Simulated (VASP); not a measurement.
## H18CO9: single point with PBE+D3(BJ)

H18CO9:

```
CELL_PARAMETERS angstrom
6.70176 0.00000 0.00000
0.00000 6.70176 0.00000
0.00000 0.00000 6.70176
ATOMIC_POSITIONS crystal
O 0.73846 0.76250 0.05184
O 0.06283 0.13182 0.88265
O 0.98841 0.21339 0.33417
O 0.26308 0.74285 0.80106
O 0.45170 0.34697 0.08578
O 0.60154 0.09853 0.80989
O 0.58740 0.30834 0.45234
O 0.59638 0.73075 0.48034
O 0.05343 0.60738 0.38699
H 0.71319 0.85692 0.94306
H 0.66204 0.63912 0.01656
H 0.10536 0.99506 0.84394
H 0.11766 0.21444 0.77266
H 0.04394 0.34521 0.32668
H 0.96683 0.18088 0.19620
H 0.38776 0.78547 0.75668
H 0.20366 0.66284 0.70183
H 0.46646 0.34613 0.22616
H 0.34115 0.42096 0.05133
H 0.53365 0.16387 0.93198
H 0.75826 0.13479 0.80943
H 0.71799 0.27742 0.40994
H 0.53258 0.20751 0.53499
H 0.64038 0.77611 0.34770
H 0.65313 0.59857 0.51469
H 0.09220 0.71151 0.09802
H 0.08344 0.91063 0.29294
C 0.07744 0.74127 0.26496
```

```yaml
Program: VASP 6.6.1
Task: single point
Functional: PBE
Dispersion: D3(BJ)
Potentials_or_basis: VASP PAW PBE potentials, release 64 (O, H, C)
Cutoff: 520 eV
k_mesh: 1 × 1 × 1
Occupations: fermi-dirac, width 0.05 eV
Spin: no spin polarisation
```

```
Pressure                   : 0.4 GPa
Largest force              : 3.266 eV/Å
Dispersion energy per atom : -0.034 eV
```

Forces on the atoms (eV/Å):
```
O   -0.516 -1.060 -0.028
O    0.089  0.090 -0.965
O   -0.578 -1.039  0.437
O   -1.794  0.271  2.388
O    2.009 -1.248 -1.690
O    2.376  0.385  0.845
O   -1.684  1.985 -0.623
O   -0.048  0.035  0.440
O    0.381  0.339  0.232
H   -0.354  0.269 -0.118
H    0.526  0.816  0.298
H    0.089  0.197  0.210
H   -0.374 -0.481  0.703
H    0.398  1.513  0.262
H   -0.006 -0.328 -0.821
H    2.247  0.725 -1.199
H   -0.550 -0.753 -1.541
H    0.417 -0.134  2.362
H   -2.357  1.576 -0.773
H    1.099 -0.124 -1.138
H   -3.213 -0.483  0.329
H    1.947 -0.975 -0.309
H    0.122 -1.134  1.144
H    0.116 -0.611  0.386
H   -0.378  0.714 -0.823
H    0.112 -0.206  0.939
H   -0.130 -1.042  0.717
C    0.053  0.702 -1.665
```

Stress tensor (GPa, compression positive):
```
 0.21 -0.66  0.45
-0.66 -0.05  0.21
 0.45  0.21  0.97
```

Levels at points of the mesh, in eV from the Fermi level:
```csv
k point,band 34,band 35,band 36,band 37,band 38,band 39,band 40,band 41,band 42,band 43
"(0.00, 0.00, 0.00)",-2.35,-2.21,-1.73,-1.39,-1.24,2.52,2.94,5.56,6.26,6.33
```

Run time: 89 s on 1 thread of Intel Xeon 8259CL, on a shared host, peak memory 0.32 GiB.

Caveat: the k points lie up to 0.94 Å⁻¹ apart.
